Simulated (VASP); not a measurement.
# LiMg8 in VASP: relaxation of the atoms with LDA

Aim: the relaxation of the atoms of LiMg8 with LDA.

All numbers are computed with VASP 6.6.1; they aren't measurements. Logs are shortened: lines on timing, memory, paths and dates and some standing lists are left out, and cuts for length are marked.

## 1. The cell of the first run

The cell holds a slab with vacuum, 9 atoms: a = 6.293 Å, b = 5.039 Å, c = 19.085 Å, α = 90.00°, β = 90.00°, γ = 90.00°.

## 2. Relaxation of the atoms, LDA

Input file INCAR:

```
PREC     = Accurate       # precision mode
ENCUT    = 520            # plane-wave cutoff, eV
EDIFF    = 1E-6           # SCF threshold, eV
ISMEAR   = 0              # smearing method
SIGMA    = 0.1            # smearing width, eV
LREAL    = F              # projectors in reciprocal space
LASPH    = T              # aspherical terms in the spheres
NELM     = 60             # most SCF steps
ALGO     = Normal         # electronic algorithm
ISIF     = 2              # what is computed and relaxed
LWAVE    = F              # write WAVECAR
LCHARG   = F              # write CHGCAR
LDIPOL   = T            
IDIPOL   = 3            
DIPOL    = 0.5 0.5 0.331
IBRION   = 2              # ionic algorithm
NSW      = 36             # ionic steps
EDIFFG   = -0.025         # ionic threshold
```

Input file KPOINTS:

```
regular mesh
0
Gamma
  4 5 1
```

Input file POSCAR:

```
LiMg8
1.0
    6.2932257366      0.0000000000      0.0000000000
    0.0000000000      5.0388886594      0.0000000000
    0.0000000000      0.0000000000     19.0846137325
Mg Li
8 1
Selective dynamics
Direct
    0.0000000000      0.7500000000      0.2095929242  F F F
    0.5000000000      0.7500000000      0.2095929242  F F F
    0.2500000000      0.2500000000      0.2571887995  F F F
    0.7500000000      0.2500000000      0.2571887995  F F F
    0.2500000000      0.7500000000      0.3565915112  F F F
    0.7500000000      0.7500000000      0.3565915112  F F F
    0.0000000000      0.2500000000      0.3974203428  F F F
    0.5000000000      0.2500000000      0.3974203428  F F F
    0.0000000000      0.2500000000      0.5388955667  F F T
```

Potentials or basis: VASP PAW LDA potentials, release 64 (Mg, Li_sv).

Run with:

```
cat potpaw_LDA.64/Mg/POTCAR potpaw_LDA.64/Li_sv/POTCAR > POTCAR
mpirun -np 1 vasp_std > vasp.out
```

OUTCAR:

```text
PREC = Accurate
   ENCUT = 520
   EDIFF = 1E-6
   ISMEAR = 0
   LREAL = F
   LASPH = T
   NELM = 60
   ISIF = 2
   IBRION = 2
   NSW = 36
   EDIFFG = -0.025

 ion  position               nearest neighbor table
   1  0.000  0.750  0.210-   3 3.11   4 3.11   3 3.11   4 3.11   2 3.15   2 3.15   6 3.22   5 3.22

   2  0.500  0.750  0.210-   3 3.11   4 3.11   3 3.11   4 3.11   1 3.15   1 3.15   6 3.22   5 3.22

   3  0.250  0.250  0.257-   7 3.10   8 3.10   1 3.11   2 3.11   1 3.11   2 3.11   4 3.15   4 3.15
                             5 3.15   5 3.15
   4  0.750  0.250  0.257-   7 3.10   8 3.10   1 3.11   2 3.11   1 3.11   2 3.11   3 3.15   3 3.15
                             6 3.15   6 3.15
   5  0.250  0.750  0.357-   7 3.07   8 3.07   7 3.07   8 3.07   6 3.15   6 3.15   3 3.15   3 3.15
                             1 3.22   2 3.22
   6  0.750  0.750  0.357-   7 3.07   8 3.07   7 3.07   8 3.07   5 3.15   5 3.15   4 3.15   4 3.15
                             1 3.22   2 3.22
   7  0.000  0.250  0.397-   9 2.70   6 3.07   5 3.07   5 3.07   6 3.07   4 3.10   3 3.10   8 3.15
                             8 3.15
   8  0.500  0.250  0.397-   5 3.07   6 3.07   5 3.07   6 3.07   3 3.10   4 3.10   7 3.15   7 3.15

   9  0.000  0.250  0.539-   7 2.70

  LATTYP: Found a simple orthorhombic cell.
 ALAT       =     5.0388886594
 B/A-ratio  =     1.2489312946
 C/A-ratio  =     3.7874648603

  Lattice vectors:

 A1 = (   0.0000000000,  -5.0388886594,   0.0000000000)
 A2 = (   6.2932257366,   0.0000000000,   0.0000000000)
 A3 = (   0.0000000000,   0.0000000000,  19.0846137325)

Analysis of symmetry for initial positions (statically):
=====================================================================
 Subroutine PRICEL returns:
 Original cell was already a primitive cell.

 Routine SETGRP: Setting up the symmetry group for a
 simple orthorhombic supercell.

 Subroutine GETGRP returns: Found  4 space group operations
 (whereof  2 operations were pure point group operations)
 out of a pool of  8 trial point group operations.

The static configuration has the point symmetry C_1h.
 The point group associated with its full space group is C_2v.

Analysis of symmetry for dynamics (positions and initial velocities):
=====================================================================
 Subroutine PRICEL returns:
 Original cell was already a primitive cell.

 Routine SETGRP: Setting up the symmetry group for a
 simple orthorhombic supercell.

 Subroutine GETGRP returns: Found  4 space group operations
 (whereof  2 operations were pure point group operations)
 out of a pool of  8 trial point group operations.

The dynamic configuration has the point symmetry C_1h.
 The point group associated with its full space group is C_2v.

Analysis of constrained symmetry for selective dynamics:
=====================================================================
 Subroutine PRICEL returns:
 Original cell was already a primitive cell.

 Routine SETGRP: Setting up the symmetry group for a
 simple orthorhombic supercell.

 Subroutine GETGRP returns: Found  4 space group operations
 (whereof  2 operations were pure point group operations)
 out of a pool of  8 trial point group operations.

The constrained configuration has the point symmetry C_1h.
 The point group associated with its full space group is C_2v.

 Subroutine INISYM returns: Found  4 space group operations
 (whereof  2 operations are pure point group operations),
 and found     1 'primitive' translations

----------------------------------------------------------------------------------------

                                     Primitive cell

  volume of cell :     605.1896

  direct lattice vectors                    reciprocal lattice vectors
     6.293225737  0.000000000  0.000000000     0.158901022  0.000000000  0.000000000
     0.000000000  5.038888659  0.000000000     0.000000000  0.198456459  0.000000000
     0.000000000  0.000000000 19.084613732     0.000000000  0.000000000  0.052398231

  length of vectors
     6.293225737  5.038888659 19.084613732     0.158901022  0.198456459  0.052398231

  position of ions in fractional coordinates (direct lattice)
     0.000000000  0.750000000  0.209592924
     0.500000000  0.750000000  0.209592924
     0.250000000  0.250000000  0.257188799
     0.750000000  0.250000000  0.257188799
     0.250000000  0.750000000  0.356591511
     0.750000000  0.750000000  0.356591511
     0.000000000  0.250000000  0.397420343
     0.500000000  0.250000000  0.397420343
     0.000000000  0.250000000  0.538895567

  ion indices of the primitive-cell ions
   primitive index   ion index
                 1           1
                 2           2
                 3           3
                 4           4
                 5           5
                 6           6
                 7           7
                 8           8
                 9           9

----------------------------------------------------------------------------------------

 KPOINTS: regular mesh

Automatic generation of k-mesh.
 Grid dimensions read from file:
 generate k-points for:    4    5    1

 Generating k-lattice:

  Cartesian coordinates                     Fractional coordinates (reciprocal lattice)
     0.039725255  0.000000000  0.000000000     0.250000000  0.000000000  0.000000000
     0.000000000  0.039691292  0.000000000     0.000000000  0.200000000  0.000000000
     0.000000000  0.000000000  0.052398231     0.000000000  0.000000000  1.000000000

  Length of vectors
     0.039725255  0.039691292  0.052398231

  Shift w.r.t. Gamma in fractional coordinates (k-lattice)
     0.000000000  0.000000000  0.000000000

 Subroutine IBZKPT returns following result:
 ===========================================

 Found      9 irreducible k-points:

 Following reciprocal coordinates:
            Coordinates               Weight
  0.000000  0.000000  0.000000      1.000000
  0.250000  0.000000  0.000000      2.000000
  0.500000  0.000000  0.000000      1.000000
  0.000000  0.200000  0.000000      2.000000
  0.250000  0.200000  0.000000      4.000000
  0.500000  0.200000  0.000000      2.000000
  0.000000  0.400000  0.000000      2.000000
  0.250000  0.400000  0.000000      4.000000
  0.500000  0.400000  0.000000      2.000000
   k-points           NKPTS =      9   k-points in BZ     NKDIM =      9   number of bands    NBANDS=     14
   number of dos      NEDOS =    301   number of ions     NIONS =      9
   total plane-waves  NPLWV = 276480
   dimension x,y,z NGX =    48 NGY =   40 NGZ =  144
   dimension x,y,z NGXF=    96 NGYF=   80 NGZF=  288
   ions per type =               8   1
   NGX,Y,Z   is equivalent  to a cutoff of  12.68, 13.20, 12.54 a.u.
   NGXF,Y,Z  is equivalent  to a cutoff of  25.36, 26.39, 25.09 a.u.
 SYSTEM =  unknown system
   PREC   = accura    normal or accurate (medium, high low for compatibility)
   ISTART =      0    job   : 0-new  1-cont  2-samecut
   ICHARG =      2    charge: 1-file 2-atom 10-const
   ISPIN  =      1    spin polarized calculation?
   LNONCOLLINEAR =      F non collinear calculations
   LSORBIT =      F    spin-orbit coupling
   LASPH  =      T    aspherical Exc in radial PAW
   ENCUT  =  520.0 eV  38.22 Ry    6.18 a.u.  11.70  9.37 35.48*2*pi/ulx,y,z
   NELM   =     60;   NELMIN=  2; NELMDL= -5     # of ELM steps
   EDIFF  = 0.1E-05   stopping-criterion for ELM
   LREAL  =      F    real-space projection
   EDIFFG = -.3E-01   stopping-criterion for IOM
   NSW    =     36    number of steps for IOM
   IBRION =      2    ionic relax: 0-MD 1-quasi-New 2-CG
   NFREE  =      1    steps in history (QN), initial steepest desc. (CG)
   ISIF   =      2    stress and relaxation
   ISYM   =      2    0-nonsym 1-usesym 2-fastsym
   POTIM  = 0.5000    time-step for ionic-motion
   TEBEG  =    0.0;   TEEND  =   0.0 temperature during run
   PSTRESS=    0.0 pullay stress
   NELECT =      19.0000    total number of electrons
   NUPDOWN=      -1.0000    fix difference up-down
   EMIN   =  10.00;   EMAX   =-10.00  energy-range for DOS
   EFERMI =   0.00;   METHOD = LEGACY
   ISMEAR =     0;   SIGMA  =   0.10  broadening in eV -4-tet -1-fermi 0-gaus
   EFERMI_NEDOS =   21; number of points for ismear=-14 and -15
   IALGO  =     38    algorithm
   IMIX   =      4    mixing-type and parameters
     AMIX     =   0.40;   BMIX     =  1.00
     AMIX_MAG =   1.60;   BMIX_MAG =  1.00
  volume/ion in A,a.u.               =      67.24       453.78
  Fermi-wavevector in a.u.,A,eV,Ry     =   0.516451  0.975950  3.628964  0.266721
  Thomas-Fermi vector in A             =   1.532387
   LORBIT       =      0    0 simple, 1 ext, 2 COOP (PROOUT), +10 PAW based schemes
   GGA     = CA    functional components
   LHFCALC =     F    Hartree Fock is set to
   AEXX    =    0.0000 exact exchange contribution
   IVDW    =     0    specifies the selected vdW correction
   LEPSILON=     F    determine dielectric tensor
   LRPA    =     F    only Hartree local field effects (RPA)
 conjugate gradient relaxation of ions
 non-spin polarized calculation
 Gauss-broadening in eV      SIGMA  =   0.10
  energy-cutoff  :      520.00
  volume of cell :      605.19
 maximum number of plane-waves:     16352
 NGX is ok and might be reduce to    48
   NGX = 23   NGY = 19   NGZ = 71

--------------------------------------- Ionic step        1  -------------------------------------------

 number of electron      18.9999997 magnetization

 Free energy of the ion-electron system (eV)
  ---------------------------------------------------
  ext. energy  EPLUGINS =         0.00000000
  ---------------------------------------------------
  free energy    TOTEN  =       -12.93064589 eV

  energy without entropy =      -12.90834873  energy(sigma->0) =      -12.91949731

------------------------ aborting loop because EDIFF is reached ----------------------------------------

  FORCE on cell =-STRESS in cart. coord.  units (eV):
  Direction    XX          YY          ZZ          XY          YZ          ZX
  --------------------------------------------------------------------------------------
  -------------------------------------------------------------------------------------
  Total       -2.6598515     -2.7464203     -1.6871589      0.0000000      0.0000000      0.0000000
  in kB       -7.0416838     -7.2708660     -4.4665801      0.0000000      0.0000000      0.0000000
  external PRESSURE =      -6.2597100 kB  Pullay stress =       0.0000000 kB
[... 116 lines left out ...]
--------------------------------------- Ionic step        4  -------------------------------------------

 number of electron      18.9999997 magnetization

 dipolmoment           0.000000      0.000000     -0.276304 electrons x Angstroem

 Free energy of the ion-electron system (eV)
  ---------------------------------------------------
  ext. energy  EPLUGINS =         0.00000000
  ---------------------------------------------------
  free energy    TOTEN  =       -12.93632452 eV

  energy without entropy =      -12.91505484  energy(sigma->0) =      -12.92568968

 E-fermi :  -1.1616     XC(G=0):  -3.9861

 val. band max:       -1.1756838488   @ k =   0.0000   0.0000   0.0000
 cond. band min:      -1.1208130197   @ k =   0.5000   0.4000   0.0000
 fundamental gap:      0.0548708292
 Fermi energy:        -1.1615984162

 k-point     1 :       0.0000    0.0000    0.0000
  band No.  band energies     occupation
      1     -49.1336      2.00000
      2      -7.3901      2.00000
      3      -5.2608      2.00000
      4      -3.7427      2.00000
      5      -3.6269      2.00000
      6      -2.7594      2.00000
      7      -1.9639      2.00000
      8      -1.7798      2.00000
      9      -1.4403      1.99992
     10      -1.2458      1.76637
     11      -1.1757      1.15789
     12      -0.0035      0.00000
     13       0.0455      0.00000
     14       0.6375      0.00000
[... 124 lines left out ...]
      3      -5.5154      2.00000
      4      -4.4298      2.00000
      5      -4.3995      2.00000
      6      -3.4004      2.00000
      7      -3.2916      2.00000
      8      -2.3677      2.00000
      9      -2.2299      2.00000
     10      -1.1208      0.56408
     11      -0.7314      0.00000
     12      -0.1157      0.00000
     13       0.2110      0.00000
     14       0.2136      0.00000

------------------------ aborting loop because EDIFF is reached ----------------------------------------

 vacuum level on the upper side and lower side of the slab       (xc-potential included)        -1.230         0.435

  FORCE on cell =-STRESS in cart. coord.  units (eV):
  Direction    XX          YY          ZZ          XY          YZ          ZX
  --------------------------------------------------------------------------------------
  -------------------------------------------------------------------------------------
  Total       -2.6950499     -2.7096426     -1.3837734      0.0000000      0.0000000      0.0000000
  in kB       -7.1348682     -7.1735009     -3.6633981      0.0000000      0.0000000      0.0000000
  external PRESSURE =      -5.9905890 kB  Pullay stress =       0.0000000 kB
[... 24 lines left out ...]
  FREE ENERGIE OF THE ION-ELECTRON SYSTEM (eV)
  ---------------------------------------------------
  free  energy   TOTEN  =       -12.9363245235 eV

  energy  without entropy=      -12.9150548369  energy(sigma->0) =      -12.92568968

 reached required accuracy - stopping structural energy minimisation

 vacuum level on the upper side and lower side of the slab         0.466         2.173
```

Wall time 2.8 min (1 thread of AMD EPYC 9R45 (Zen 5), shared host); peak memory 0.43 GiB.

What came out:

```yaml
Free_energy: -12.9363 eV
Energy_gained_by_relaxing: 0.6 meV/atom
Ionic_steps: 4
Band_gap_on_the_k_mesh: zero (an odd number of electrons rules out a gap without spin polarisation)
```

The path:
| step | energy change (eV) | largest force on free atoms (eV/Å) | pressure (GPa) |
| --- | --- | --- | --- |
| 1 | 0.0000 | 0.1398 | -0.63 |
| 2 | -0.0009 | 0.1291 | -0.62 |
| 3 | -0.0032 | 0.0967 | -0.62 |
| 4 | -0.0057 | 0.0236 | -0.60 |

Final structure:
```yaml
crystal:
  lattice:
    - [6.29323, 0.00000, 0.00000]
    - [0.00000, 5.03889, 0.00000]
    - [0.00000, 0.00000, 19.08461]
  atoms:
    - { symbol: Mg, position: [0.00000, 0.75000, 0.20959] }
    - { symbol: Mg, position: [0.50000, 0.75000, 0.20959] }
    - { symbol: Mg, position: [0.25000, 0.25000, 0.25719] }
    - { symbol: Mg, position: [0.75000, 0.25000, 0.25719] }
    - { symbol: Mg, position: [0.25000, 0.75000, 0.35659] }
    - { symbol: Mg, position: [0.75000, 0.75000, 0.35659] }
    - { symbol: Mg, position: [0.00000, 0.25000, 0.39742] }
    - { symbol: Mg, position: [0.50000, 0.25000, 0.39742] }
    - { symbol: Li, position: [0.00000, 0.25000, 0.53536] }
```

Caveat: the cutoff is under 1.25 times the usual one of these potentials, so pressure, stress and relaxed cells hold a basis-set (Pulay) error.
